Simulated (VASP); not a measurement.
Set up this calculation in VASP 6.6.1, as the native input.

- Task: single point
- Functional: PBE
- Potentials or basis: VASP PAW PBE potentials, release 64 (Si, Ti_sv)
- Cutoff: 520 eV
- k mesh: 2 × 2 × 2
- Occupations: gaussian, width 0.05 eV
- Spin: no spin polarisation
- Dipole correction: no
- Further INCAR settings: LREAL = Auto; ALGO = Normal; EDIFF = 1e-07; NBANDS = 52

The structure of TiSi16 (a cell with a defect) lies in POSCAR:

```
TiSi16
1.0
    0.0000000000      5.4300000000      5.4300000000
    5.4300000000      0.0000000000      5.4300000000
    5.4300000000      5.4300000000      0.0000000000
Si Ti
16 1
Direct
   -0.0134756906     -0.0009346225     -0.0010432781
    0.0712635359      0.1429351750      0.1428942910
   -0.0144524862     -0.0006681400      0.5158368324
    0.1356653775      0.1132716390      0.6253856354
   -0.0129596685      0.5153259669     -0.0012145488
    0.1366771639      0.6255826888      0.1123883978
    0.0500127993      0.4837102210      0.4830008287
    0.1362347145      0.6257667587      0.6252453959
    0.4441048803      0.0181457643      0.0195089319
    0.6141597606      0.1126336096      0.1127940147
    0.5085359116     -0.0286007366      0.5101635359
    0.6131730203      0.1127367403      0.6614741252
    0.5097145488      0.5096740331     -0.0287633517
    0.6147916206      0.6604754144      0.1124929098
    0.5091623389      0.5100096685      0.5099877532
    0.6761125230      0.6083668508      0.6078556169
    0.6286229282      0.2902761510      0.2910768877
```

One way to write it, as run:

INCAR

```
ALGO     = Normal         # electronic algorithm
EDIFF    = 1E-7           # SCF threshold, eV
ENCUT    = 520            # plane-wave cutoff, eV
GGA      = PE             # functional
ISIF     = 2              # what is computed and relaxed
ISMEAR   = 0              # smearing method
LASPH    = T              # aspherical terms in the spheres
LCHARG   = F              # write CHGCAR
LREAL    = Auto         
LWAVE    = F              # write WAVECAR
NBANDS   = 52             # bands
NELM     = 100            # most SCF steps
PREC     = Accurate       # precision mode
SIGMA    = 0.05           # smearing width, eV
```

KPOINTS

```
k-points
0
Gamma
  2 2 2
```

Potentials or basis: VASP PAW PBE potentials, release 64 (Si, Ti_sv).

The run is started by

```sh
$ cat potpaw_PBE.64/Si/POTCAR potpaw_PBE.64/Ti_sv/POTCAR > POTCAR
$ mpirun -np 1 vasp_std > vasp.out
```

It gave:

```
Pressure               : 4.8 GPa
Largest force          : 1.801 eV/Å
Band gap on the k mesh : zero (bands 38 and 39 overlap by 0.42 eV)
```

Caveat: the k points lie up to 0.50 Å⁻¹ apart.

Wall time 4.1 min on 1 thread of Intel(R) Xeon(R) Platinum 8259CL CPU @ 2.50GHz (Skylake/Cascade Lake), on a shared host, peak memory 0.5 GiB.
